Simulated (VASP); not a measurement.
A run of VASP 6.6.1:

File INCAR:

```
PREC = Accurate
ENCUT = 600
EDIFF = 1E-7
ISMEAR = 0
SIGMA = 0.02
LREAL = False
LASPH = True
NELM = 80
ALGO = Normal
ISIF = 3
LWAVE = False
LCHARG = False
GGA = PE
IBRION = 2
NSW = 100
EDIFFG = -0.01
```

The input KPOINTS:

```
Automatic mesh
0
Gamma
  12 12 6
```

POSCAR

```
MgTl2O2
1.0
    3.8989228212      0.0000000000      0.0000000000
   -1.9494614106      3.3765662105      0.0000000000
    0.0000000000      0.0000000000      7.2215307717
Mg Tl O
1 2 2
Direct
    0.0000000000      0.0000000000      0.0000000000
    0.3333333333      0.6666666667      0.7050455284
    0.6666666667      0.3333333333      0.2949544716
    0.3333333333      0.6666666667      0.3821064255
    0.6666666667      0.3333333333      0.6178935745
```

Potentials or basis: VASP PAW PBE potentials, release 64 (Mg, Tl_d, O).

Launch:

```console
$ cat potpaw_PBE.64/Mg/POTCAR potpaw_PBE.64/Tl_d/POTCAR potpaw_PBE.64/O/POTCAR > POTCAR
$ mpirun -np 1 vasp_std > vasp.out
```

Hardware: 1 thread of Intel Xeon 8259CL, with other jobs on the host.

Task: Estimate the wall time of this run.

Result: It took 11 min on 1 thread of Intel Xeon 8259CL, on a shared host, peak memory 0.46 GiB. Counts: scf iterations 35, k points 100, ion steps 4.
